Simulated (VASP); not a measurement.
# Ho2O (C2/m) in VASP: relaxation of cell and atoms with PBE

Aim: the relaxation of cell and atoms of Ho2O with PBE.

All numbers are computed with VASP 6.6.1; they aren't measurements. Logs are shortened: lines on timing, memory, paths and dates and some standing lists are left out, and cuts for length are marked.

## Step 1: The cell of the first run

It takes space group C2/m (No. 12, monoclinic). The conventional cell has a = 6.244 Å, b = 3.828 Å, c = 4.403 Å, α = 90.00°, β = 90.04°, γ = 90.00°. Ho (site symmetry m) has 3 O at 2.32 to 2.58 Å and 3 Ho at 2.78 to 3.00 Å within 3.1 Å. Within 3.1 Å of O (site symmetry 2/m) lie 6 Ho at 2.32 to 2.58 Å.

The cell was generated, and may not be a known phase.

## Step 2: Relaxation of cell and atoms, PBE

INCAR

```
SYSTEM = Ho2O
PREC = Accurate ; ENCUT = 600
EDIFF = 1E-7 ; ISMEAR = 0
SIGMA = 0.2 ; LREAL = .False.
LASPH = .True. ; NELM = 200
ALGO = Normal ; ISIF = 3
LWAVE = .False. ; LCHARG = .False.
GGA = PE ; IBRION = 2
NSW = 36 ; EDIFFG = -0.08
GGA_COMPAT = .False. ; NELMIN = 4
LMAXMIX = 6
```

KPOINTS

```
Automatic mesh
0
Gamma
  6 6 5
  0 0 0
```

POSCAR

```
Ho2O
1.0
    3.1220739700     -1.9138934400      0.0000000000
    3.1220739700      1.9138934400      0.0000000000
   -0.0030747400      0.0000000000      4.4027797900
Ho O
2 1
Direct
    0.6883999700      0.6883999700      0.7121999900
    0.3116000300      0.3116000300      0.2878000100
    0.0000000000      0.0000000000      0.0000000000
```

Potentials or basis: VASP PAW PBE potentials, release 64 (Ho_3, O), 4f in core.

Run with:

```sh
$ cat potpaw_PBE.64/Ho_3/POTCAR potpaw_PBE.64/O/POTCAR > POTCAR
$ mpirun -np 1 vasp_std > vasp.out
```

OUTCAR:

```text
SYSTEM = Ho2O
   PREC = Accurate
   ENCUT = 600
   EDIFF = 1E-7
   ISMEAR = 0
   LREAL = .False.
   LASPH = .True.
   NELM = 200
   ISIF = 3
   GGA = PE
   IBRION = 2
   NSW = 36
   EDIFFG = -0.08
   NELMIN = 4

 ion  position               nearest neighbor table
   1  0.688  0.688  0.712-   3 2.32   3 2.58   3 2.58   2 2.78   2 2.78   2 3.00   2 3.27   2 3.27
                             2 3.46
   2  0.312  0.312  0.288-   3 2.32   3 2.58   3 2.58   1 2.78   1 2.78   1 3.00   1 3.27   1 3.27
                             1 3.46
   3  0.000  0.000  0.000-   1 2.32   2 2.32   1 2.58   1 2.58   2 2.58   2 2.58

  LATTYP: Found a base centered monoclinic cell.
 ALAT       =     6.2441479400
 B/A-ratio  =     0.6130198895
 C/A-ratio  =     0.7051051490
 COS(beta)  =    -0.0006983632

  Lattice vectors:

 A1 = (   3.1220739700,  -1.9138934400,   0.0000000000)
 A2 = (   3.1220739700,   1.9138934400,   0.0000000000)
 A3 = (  -0.0030747400,   0.0000000000,   4.4027797900)

Analysis of symmetry for initial positions (statically):
=====================================================================
 Subroutine PRICEL returns:
 Original cell was already a primitive cell.

 Routine SETGRP: Setting up the symmetry group for a
 base centered monoclinic supercell.

 Subroutine GETGRP returns: Found  4 space group operations
 (whereof  4 operations were pure point group operations)
 out of a pool of  4 trial point group operations.

The static configuration has the point symmetry C_2h.

Analysis of symmetry for dynamics (positions and initial velocities):
=====================================================================
 Subroutine PRICEL returns:
 Original cell was already a primitive cell.

 Routine SETGRP: Setting up the symmetry group for a
 base centered monoclinic supercell.

 Subroutine GETGRP returns: Found  4 space group operations
 (whereof  4 operations were pure point group operations)
 out of a pool of  4 trial point group operations.

The dynamic configuration has the point symmetry C_2h.

 Subroutine INISYM returns: Found  4 space group operations
 (whereof  4 operations are pure point group operations),
 and found     1 'primitive' translations

----------------------------------------------------------------------------------------

                                     Primitive cell

  volume of cell :      52.6160

  direct lattice vectors                    reciprocal lattice vectors
     3.122073970 -1.913893440  0.000000000     0.160149953 -0.261247565  0.000111843
     3.122073970  1.913893440  0.000000000     0.160149953  0.261247565  0.000111843
    -0.003074740  0.000000000  4.402779790     0.000000000  0.000000000  0.227129234

  length of vectors
     3.662012285  3.662012285  4.402780864     0.306428311  0.306428311  0.227129234

  position of ions in fractional coordinates (direct lattice)
     0.688399970  0.688399970  0.712199990
     0.311600030  0.311600030  0.287800010
     0.000000000  0.000000000  0.000000000

  ion indices of the primitive-cell ions
   primitive index   ion index
                 1           1
                 2           2
                 3           3

----------------------------------------------------------------------------------------

 KPOINTS: Automatic mesh

Automatic generation of k-mesh.
 Grid dimensions read from file:
 generate k-points for:    6    6    5

 Generating k-lattice:

  Cartesian coordinates                     Fractional coordinates (reciprocal lattice)
     0.026691659 -0.043541261  0.000018640     0.166666667  0.000000000 -0.000000000
     0.026691659  0.043541261  0.000018640     0.000000000  0.166666667 -0.000000000
     0.000000000  0.000000000  0.045425847     0.000000000  0.000000000  0.200000000

  Length of vectors
     0.051071385  0.051071385  0.045425847

  Shift w.r.t. Gamma in fractional coordinates (k-lattice)
     0.000000000  0.000000000  0.000000000

 Subroutine IBZKPT returns following result:
 ===========================================

 Found     55 irreducible k-points:

 Following reciprocal coordinates:
            Coordinates               Weight
  0.000000  0.000000  0.000000      1.000000
  0.166667  0.000000 -0.000000      4.000000
  0.333333  0.000000 -0.000000      4.000000
  0.500000  0.000000 -0.000000      2.000000
  0.166667  0.166667 -0.000000      2.000000
  0.333333  0.166667 -0.000000      4.000000
[... 16 lines left out ...]
 -0.333333  0.166667  0.200000      4.000000
 -0.166667  0.166667  0.200000      4.000000
 [... further k-points ...]
   k-points           NKPTS =     55   k-points in BZ     NKDIM =     55   number of bands    NBANDS=     16
   number of dos      NEDOS =    301   number of ions     NIONS =      3
   total plane-waves  NPLWV =  32400
   dimension x,y,z NGX =    30 NGY =   30 NGZ =   36
   dimension x,y,z NGXF=    60 NGYF=   60 NGZF=   72
   ions per type =               2   1
   NGX,Y,Z   is equivalent  to a cutoff of  13.62, 13.62, 13.59 a.u.
   NGXF,Y,Z  is equivalent  to a cutoff of  27.24, 27.24, 27.19 a.u.
 SYSTEM =  Ho2O
   PREC   = accura    normal or accurate (medium, high low for compatibility)
   ISTART =      0    job   : 0-new  1-cont  2-samecut
   ICHARG =      2    charge: 1-file 2-atom 10-const
   ISPIN  =      1    spin polarized calculation?
   LNONCOLLINEAR =      F non collinear calculations
   LSORBIT =      F    spin-orbit coupling
   LASPH  =      T    aspherical Exc in radial PAW
   ENCUT  =  600.0 eV  44.10 Ry    6.64 a.u.   7.31  7.31  8.79*2*pi/ulx,y,z
   NELM   =    200;   NELMIN=  4; NELMDL= -5     # of ELM steps
   EDIFF  = 0.1E-06   stopping-criterion for ELM
   LREAL  =      F    real-space projection
   EDIFFG = -.8E-01   stopping-criterion for IOM
   NSW    =     36    number of steps for IOM
   IBRION =      2    ionic relax: 0-MD 1-quasi-New 2-CG
   NFREE  =      1    steps in history (QN), initial steepest desc. (CG)
   ISIF   =      3    stress and relaxation
   ISYM   =      2    0-nonsym 1-usesym 2-fastsym
   POTIM  = 0.5000    time-step for ionic-motion
   TEBEG  =    0.0;   TEEND  =   0.0 temperature during run
   PSTRESS=    0.0 pullay stress
   NELECT =      24.0000    total number of electrons
   NUPDOWN=      -1.0000    fix difference up-down
   EMIN   =  10.00;   EMAX   =-10.00  energy-range for DOS
   EFERMI =   0.00;   METHOD = LEGACY
   ISMEAR =     0;   SIGMA  =   0.20  broadening in eV -4-tet -1-fermi 0-gaus
   EFERMI_NEDOS =   21; number of points for ismear=-14 and -15
   IALGO  =     38    algorithm
   IMIX   =      4    mixing-type and parameters
     AMIX     =   0.40;   BMIX     =  1.00
     AMIX_MAG =   1.60;   BMIX_MAG =  1.00
  volume/ion in A,a.u.               =      17.54       118.36
  Fermi-wavevector in a.u.,A,eV,Ry     =   1.260199  2.381432 21.607448  1.588103
  Thomas-Fermi vector in A             =   2.393721
   LORBIT       =      0    0 simple, 1 ext, 2 COOP (PROOUT), +10 PAW based schemes
   GGA     = PE    functional components
   LHFCALC =     F    Hartree Fock is set to
   AEXX    =    0.0000 exact exchange contribution
   IVDW    =     0    specifies the selected vdW correction
   LEPSILON=     F    determine dielectric tensor
   LRPA    =     F    only Hartree local field effects (RPA)
 conjugate gradient relaxation of ions
 non-spin polarized calculation
 Gauss-broadening in eV      SIGMA  =   0.20
  energy-cutoff  :      600.00
  volume of cell :       52.62
 maximum number of plane-waves:      1775
 NGX is ok and might be reduce to    30
   NGX = 15   NGY = 15   NGZ = 17

--------------------------------------- Ionic step        1  -------------------------------------------

 number of electron      23.9999999 magnetization

 Free energy of the ion-electron system (eV)
  ---------------------------------------------------
  ext. energy  EPLUGINS =         0.00000000
  ---------------------------------------------------
  free energy    TOTEN  =       -16.65486161 eV

  energy without entropy =      -16.59578278  energy(sigma->0) =      -16.62532219

------------------------ aborting loop because EDIFF is reached ----------------------------------------

  FORCE on cell =-STRESS in cart. coord.  units (eV):
  Direction    XX          YY          ZZ          XY          YZ          ZX
  --------------------------------------------------------------------------------------
  -------------------------------------------------------------------------------------
  Total       -0.7294264      1.2951276      9.8094198      0.0000000      0.0000000      0.0703879
  in kB      -22.2113106     39.4371258    298.7005362      0.0000000      0.0000000      2.1433390
  external PRESSURE =     105.3087838 kB  Pullay stress =       0.0000000 kB
[... 92 lines left out ...]
  FREE ENERGIE OF THE ION-ELECTRON SYSTEM (eV)
  ---------------------------------------------------
  free  energy   TOTEN  =       -19.0381296797 eV

  energy  without entropy=      -18.9750530785  energy(sigma->0) =      -19.00659138

[... ionic steps 4 to 14 ...]

--------------------------------------- Ionic step       15  -------------------------------------------

 number of electron      24.0000007 magnetization

------------------------ aborting loop because EDIFF is reached ----------------------------------------

  FORCE on cell =-STRESS in cart. coord.  units (eV):
  Direction    XX          YY          ZZ          XY          YZ          ZX
  --------------------------------------------------------------------------------------
  -------------------------------------------------------------------------------------
  Total        0.2185398      0.0089300     -0.0024880      0.0000000      0.0000000      0.0342233
  in kB        5.8339497      0.2383885     -0.0664171      0.0000000      0.0000000      0.9135943
  external PRESSURE =       2.0019737 kB  Pullay stress =       0.0000000 kB
[... 59 lines left out ...]
  energy  without entropy=      -19.3500596750  energy(sigma->0) =      -19.38308968

--------------------------------------- Ionic step       17  -------------------------------------------

 number of electron      24.0000008 magnetization

 Free energy of the ion-electron system (eV)
  ---------------------------------------------------
  ext. energy  EPLUGINS =         0.00000000
  ---------------------------------------------------
  free energy    TOTEN  =       -19.41779692 eV

  energy without entropy =      -19.35160969  energy(sigma->0) =      -19.38470331

 E-fermi :   4.1076     XC(G=0): -10.6738

 val. band max:        4.1016011135   @ k =   0.5000   0.5000  -0.0000
 cond. band min:       4.1174409550   @ k =  -0.1667  -0.0000   0.2000
 fundamental gap:      0.0158398415
 Fermi energy:         4.1075534356

 k-point     1 :       0.0000    0.0000    0.0000
  band No.  band energies     occupation
      1     -20.5105      2.00000
      2     -19.5489      2.00000
      3     -19.5365      2.00000
      4     -19.4455      2.00000
      5     -19.4427      2.00000
      6     -19.4407      2.00000
[... 8 lines left out ...]
     15       6.4309      0.00000
     16       7.2569      0.00000
[... 420 lines left out ...]
  band No.  band energies     occupation
      1     -20.3419      2.00000
      2     -19.9158      2.00000
      3     -19.7995      2.00000
      4     -19.6414      2.00000
      5     -19.5506      2.00000
      6     -19.5074      2.00000
[... 8 lines left out ...]
     15       6.8955      0.00000
     16       7.8523      0.00000

 [... further k-points ...]

------------------------ aborting loop because EDIFF is reached ----------------------------------------

  FORCE on cell =-STRESS in cart. coord.  units (eV):
  Direction    XX          YY          ZZ          XY          YZ          ZX
  --------------------------------------------------------------------------------------
  -------------------------------------------------------------------------------------
  Total        0.1741131      0.1362513      0.0519270      0.0000000      0.0000000      0.0223281
  in kB        4.6544459      3.6423132      1.3881285      0.0000000      0.0000000      0.5968820
  external PRESSURE =       3.2282959 kB  Pullay stress =       0.0000000 kB
[... 18 lines left out ...]
  FREE ENERGIE OF THE ION-ELECTRON SYSTEM (eV)
  ---------------------------------------------------
  free  energy   TOTEN  =       -19.4177969243 eV

  energy  without entropy=      -19.3516096865  energy(sigma->0) =      -19.38470331

 reached required accuracy - stopping structural energy minimisation
```

It took 15 min on 1 thread of Intel Xeon Platinum 8259CL at 2.50GHz (Skylake/Cascade Lake), shared host; peak memory 0.23 GiB.

Results:

```
Free energy                           : -19.4178 eV
Relaxed volume                        : 19.98 Å³/atom
Relaxed cell                          : a = 3.501 Å, b = 3.501 Å, c = 5.636 Å, α = 89.70°, β = 89.70°, γ = 60.19°
Space group after relaxing (to 0.1 Å) : P-3m1 (No. 164)
Energy gained by relaxing             : 921.0 meV/atom
Ionic steps                           : 17
Pressure after relaxing               : 0.3 GPa
Largest force after relaxing          : 0.052 eV/Å
Band gap on the k mesh                : zero (bands 12 and 13 overlap by 0.79 eV)
```

Forces in eV/Å, atoms in the order of the input:
```
Ho  -0.051  0.000  0.004
Ho   0.051  0.000 -0.004
O    0.000  0.000  0.000
```

Stress tensor (GPa, compression positive):
```
0.47 0.00 0.06
0.00 0.36 0.00
0.06 0.00 0.14
```

Step by step:
| step | energy change (eV) | largest force (eV/Å) | pressure (GPa) | volume (Å³) |
| --- | --- | --- | --- | --- |
| 1 | 0.0000 | 4.9359 | 10.53 | 52.62 |
| 2 | -2.3508 | 0.3139 | 0.22 | 61.46 |
| 3 | -2.3833 | 0.5597 | -0.72 | 62.52 |
| 4 | -2.3475 | 1.1849 | -1.96 | 64.66 |
| 5 | -2.3831 | 0.8070 | -1.24 | 63.29 |
| 6 | -2.6646 | 0.5097 | -1.97 | 62.63 |
| 7 | -2.7187 | 0.3915 | -1.82 | 62.10 |
| 8 | -2.7207 | 0.3757 | -1.74 | 62.00 |
| 9 | -2.7412 | 0.3217 | 1.34 | 59.66 |
| 10 | -2.7414 | 0.3274 | 1.04 | 59.86 |
| 11 | -2.7525 | 0.0946 | 0.11 | 60.09 |
| 12 | -2.7526 | 0.0954 | 0.04 | 60.11 |
| 13 | -2.7556 | 0.1015 | -0.09 | 60.19 |
| 14 | -2.7581 | 0.1104 | -0.30 | 60.32 |
| 15 | -2.7605 | 0.0880 | 0.20 | 60.02 |
| 16 | -2.7613 | 0.0734 | 0.58 | 59.77 |
| 17 | -2.7629 | 0.0515 | 0.32 | 59.93 |

Final structure:
```
Ho O
1.0
     3.02866   -1.75548    0.01310
     3.02866    1.75548    0.01310
     0.01011    0.00000    5.63639
Ho O
2 1
Cartesian
  4.0639 0.0000 4.3200
  2.0036 0.0000 1.3426
  6.0573 0.0000 0.0262
```

Caveat: a cell axis changed by over 15 % at a fixed basis, so the end point is rough; spin-orbit coupling is left out, which moves the levels of the heavy elements; the 4f electrons are frozen in the core, so they carry no moment and show no levels; the run has no spin polarisation, though such a crystal can be magnetic; the relaxation stopped at a loose force limit of 0.08 eV/Å, so its end isn't a converged minimum.
